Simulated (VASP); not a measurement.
Input of a VASP 6.6.1 run:

File INCAR:

```
ALGO = Normal
EDIFF = 1E-6
ENCUT = 520
GGA = PS
ISIF = 2
ISMEAR = -1
LASPH = True
LCHARG = False
LREAL = False
LWAVE = False
NBANDS = 22
NELM = 80
PREC = Accurate
SIGMA = 0.05
```

The input KPOINTS:

```
k-points
0
Gamma
  9 9 5
```

Contents of POSCAR:

```
RuRh
1.0
    2.7094150000      0.0000000000      0.0000000000
   -1.3547080000      2.3464220000      0.0000000000
    0.0000000000      0.0000000000      4.2983680000
Ru Rh
1 1
Direct
    0.0000000000      0.0000000000      0.5000000000
    0.6666666667      0.3333333333      0.0000000000
```

Potentials or basis: VASP PAW PBE potentials, release 64 (Ru_pv, Rh_pv).

Launch:

```bash
$ cat potpaw_PBE.64/Ru_pv/POTCAR potpaw_PBE.64/Rh_pv/POTCAR > POTCAR
$ mpirun -np 1 vasp_std > vasp.out
```

(1) Estimate the pressure.

Results:

(1) -5.5 GPa.

Caveat: the PAW data sets were made with another functional, which shifts forces and pressure a little.
